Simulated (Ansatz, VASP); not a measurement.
## Two plane-wave programs on PbI7

```
Pb I
1.0
     0.00000    5.23293    5.23293
     5.23293    0.00000    5.23293
     5.23293    5.23293    0.00000
Pb I
1 7
Direct
  0.50000 0.50000 0.50000
  0.00000 0.00000 0.00000
  0.00000 0.50000 0.00000
  0.50000 0.00000 0.00000
  0.00000 0.50000 0.50000
  0.50000 0.00000 0.50000
  0.00000 0.00000 0.50000
  0.50000 0.50000 0.00000
```

Change from the starting cell: species swapped into the CuPt7 type (Fm-3m, No. 225).

Alike in both runs: functional PBE; k mesh 6 × 6 × 6; occupations gaussian, width 0.1 eV; no spin polarisation.

Ansatz relaxed the structure, and its values are those at the end. VASP's run is a single point on that final structure, the one shown.

|  | VASP | Ansatz |
| --- | --- | --- |
| version | VASP 6.6.1 | Ansatz 0.2.0 |
| potentials or method | VASP PAW PBE potentials, release 64 (Pb_d, I), cutoff 520 eV | scalar-relativistic, plane waves, PAW |
| valence electrons in the cell | 63 | 133 |

|  | VASP | Ansatz | Ansatz less VASP |
| --- | --- | --- | --- |
| gap on the k mesh at the Fermi level (eV) | none | none | - |
| pressure (GPa) | 0.0 | 0.0 | +0.02 |

A gap of «none» marks a metal or a gap that the smearing closes. VASP's potentials hold 63 valence electrons a cell and Ansatz's 133, so a difference there can come from the potentials and not from the codes.

Neither program's run includes spin-orbit coupling.
